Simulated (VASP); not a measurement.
Wanted: the native input for a VASP 6.6.1 run.

| Property | Result |
| --- | --- |
| Task | single point |
| Functional | PBE |
| Potentials or basis | VASP PAW PBE potentials, release 64 (Ti_sv, N) |
| Cutoff | 520 eV |
| k mesh | 12 × 12 × 6 |
| Occupations | gaussian, width 0.1 eV |
| Spin | no spin polarisation |
| Dipole correction | no |
| Further INCAR settings | ALGO = Normal; EDIFF = 1e-06; NBANDS = 34 |

The structure of TiN lies in POSCAR:

```
TiN
1.0
    3.0028775891     -0.0000002893      0.0000000000
   -1.5014385440      2.6005684213      0.0000000000
    0.0000000000      0.0000000000      7.3554337010
Ti N
3 3
Direct
    0.0000000000      0.0000000000      0.0000000000
    0.3333333333      0.6666666667      0.3333333333
    0.6666666667      0.3333333333      0.6666666667
    0.6666666667      0.3333333333      0.1666666667
    0.0000000000      0.0000000000      0.5000000000
    0.3333333333      0.6666666667      0.8333333333
```

These files were run (other wordings do the same):

INCAR

```
SYSTEM = TiN
PREC     = Accurate       ! precision mode
ENCUT    = 520            ! plane-wave cutoff, eV
EDIFF    = 1E-6           ! SCF threshold, eV
ISMEAR   = 0              ! smearing method
SIGMA    = 0.1            ! smearing width, eV
LREAL    = .FALSE.        ! projectors in reciprocal space
LASPH    = .TRUE.         ! aspherical terms in the spheres
NELM     = 100            ! most SCF steps
ALGO     = Normal         ! electronic algorithm
ISIF     = 2              ! what is computed and relaxed
LWAVE    = .FALSE.        ! write WAVECAR
LCHARG   = .FALSE.        ! write CHGCAR
GGA      = PE             ! functional
NBANDS   = 34             ! bands
```

KPOINTS

```
Automatic mesh
0
G
  12 12 6
  0 0 0
```

Potentials or basis: VASP PAW PBE potentials, release 64 (Ti_sv, N).

Command:

```sh
$ cat potpaw_PBE.64/Ti_sv/POTCAR potpaw_PBE.64/N/POTCAR > POTCAR
$ mpirun -np 1 vasp_std > vasp.out
```

It gave:

| Property | Result |
| --- | --- |
| Pressure | 0.6 GPa |
| Band gap on the k mesh | zero (an odd number of electrons rules out a gap without spin polarisation) |

Wall time 4.6 min on 1 thread of Intel Xeon 8259CL (shared host), peak memory 0.29 GiB.
